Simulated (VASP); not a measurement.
BiTe4:

```
CELL_PARAMETERS angstrom
5.69624 0.00000 0.00000
0.00000 5.69624 0.00000
0.00000 0.00000 5.69624
ATOMIC_POSITIONS crystal
Bi 0.00000 0.00000 0.00000
Te 0.25000 0.25000 0.25000
Te 0.75000 0.75000 0.25000
Te 0.25000 0.75000 0.75000
Te 0.75000 0.25000 0.75000
```

The cell was built from a structure type or drawn by symmetry, and may not be a known phase.

| Property | Result |
| --- | --- |
| Program | VASP 6.6.1 |
| Task | relaxation of cell and atoms |
| Functional | PBE |
| Potentials or basis | VASP PAW PBE potentials, release 64 (Bi_d, Te) |
| Cutoff | 600 eV |
| k mesh | 4 × 4 × 4 |
| Occupations | gaussian, width 0.1 eV |
| Spin | no spin polarisation |

At the start: pressure 14.5 GPa; volume 36.97 Å³/atom.

Task: How do energy, volume and symmetry change on relaxing?

Result: Over 20 steps the energy falls by 905.2 meV/atom and the volume is 36.59 Å³/atom (-1.0 %); space group P-43m (No. 215, to 0.1 Å) before and after.

The path:
```
step  energy change (eV)  largest force (eV/Å)  pressure (GPa)  volume (Å³)
   1              0.0000                5.9349           14.49       184.83
   2             -1.7722                0.3320           -4.58       289.47
   3             -3.0575                0.6220           -1.95       233.43
   4             -3.0664                0.7166           -1.67       231.21
   5             -3.0686                0.8240           -1.35       228.87
   6             -3.2842                0.9228           -1.24       219.13
   7             -3.8914                1.1647            0.17       191.59
   8             -2.8992                0.9214           16.33       143.62
   9             -3.9590                1.3126            1.60       182.08
  10             -3.9640                1.0427            6.62       161.02
  11             -4.0422                1.2807            3.66       171.12
  12             -4.1453                1.1145            3.64       170.17
  13             -4.3181                0.3346            4.08       167.35
  14             -4.4120                0.3039            2.76       171.63
  15             -4.5099                0.2546            0.25       181.90
  16             -4.5115                0.2496           -0.07       183.37
  17             -4.5150                0.2187           -0.04       183.31
  18             -4.5229                0.1217            0.02       183.15
  19             -4.5240                0.0988            0.20       182.82
  20             -4.5260                0.0075            0.09       182.97
```

Final structure:
```xyz
5
Lattice="5.6771 0.0000 0.0000 0.0000 5.6771 0.0000 0.0000 0.0000 5.6771" Properties=species:S:1:pos:R:3 pbc="T T T"
Bi    0.0000    0.0000    0.0000
Te    1.7169    1.7169    1.7169
Te    3.9602    3.9602    1.7169
Te    1.7169    3.9602    3.9602
Te    3.9602    1.7169    3.9602
```
